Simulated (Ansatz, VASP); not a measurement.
Al3GaN4 in VASP and in Ansatz

```
Al Ga N
1.0
     4.53803    0.00000    0.00000
     0.00000    4.53803    0.00000
     0.00000    0.00000    4.82166
Al Ga N
3 1 4
Direct
  0.50000 0.50000 0.00000
  0.50000 0.00000 0.50000
  0.00000 0.50000 0.50000
  0.00000 0.00000 0.00000
  0.74471 0.74471 0.25529
  0.74471 0.25529 0.74471
  0.25529 0.74471 0.74471
  0.25529 0.25529 0.25529
```

Alike in both runs: task single point; functional PBEsol; k mesh 6 × 6 × 6; occupations gaussian, width 0.05 eV; no spin polarisation.

|  | VASP | Ansatz |
| --- | --- | --- |
| version | VASP 6.6.1 | Ansatz 0.2.0 |
| potentials or method | VASP PAW PBE potentials, release 64 (Al, Ga_d, N), cutoff 520 eV | scalar-relativistic, plane waves, PAW |
| valence electrons in the cell | 42 | 42 |

Ansatz gave:

```
gap on the k mesh at the Fermi level (eV)                     : 2.15
least direct gap on the mesh (eV)                             : 2.16
pressure (GPa)                                                : -21.9
traceless stress, the component that is largest in VASP (GPa) : -6.22
rms of the force components (eV/Å)                            : 0.017
```

Which values does VASP return?

gap on the k mesh at the Fermi level (eV): 2.16; least direct gap on the mesh (eV): 2.17; pressure (GPa): -21.9; traceless stress, the component that is largest in VASP (GPa): -6.23; rms of the force components (eV/Å): 0.018.

VASP's potentials were made for PBE, not for PBEsol. Atom by atom the forces differ by 0.002 eV/Å (rms over components). With one functional, cell and mesh, what is left measures potentials, basis and numerics.
